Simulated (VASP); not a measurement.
**ZnCu: single point with PBE**

ZnCu:

```
CELL_PARAMETERS angstrom
2.92202 0.00000 0.00000
0.00000 2.92202 0.00000
0.00000 0.00000 2.92202
ATOMIC_POSITIONS crystal
Zn 0.50000 0.50000 0.50000
Cu 0.00000 0.00000 0.00000
```

- Program: VASP 6.6.1
- Task: single point
- Functional: PBE
- Potentials or basis: VASP PAW PBE potentials, release 64 (Zn, Cu)
- Cutoff: 600 eV
- k mesh: 8 × 8 × 8
- Occupations: fermi-dirac, width 0.02 eV
- Spin: no spin polarisation

| Property | Result |
| --- | --- |
| Pressure | 6.4 GPa |

Levels at points of the mesh, in eV from the Fermi level:
```tsv
k point	band 9	band 10	band 11	band 12	band 13	band 14
(0.00, 0.00, 0.00)	-2.49	-2.49	-2.49	6.59	6.59	6.59
(0.50, 0.00, 0.00)	-3.06	-3.06	-2.57	-1.74	12.19	12.19
(0.50, 0.50, 0.00)	-2.64	-2.25	-1.69	-1.69	2.14	2.47
(0.50, 0.50, 0.50)	-2.23	-2.23	4.30	4.67	4.67	4.67
```

Wall time 7.1 s on 1 thread of Intel(R) Xeon(R) Platinum 8559C (Emerald Rapids) (shared host), peak memory 0.15 GiB.
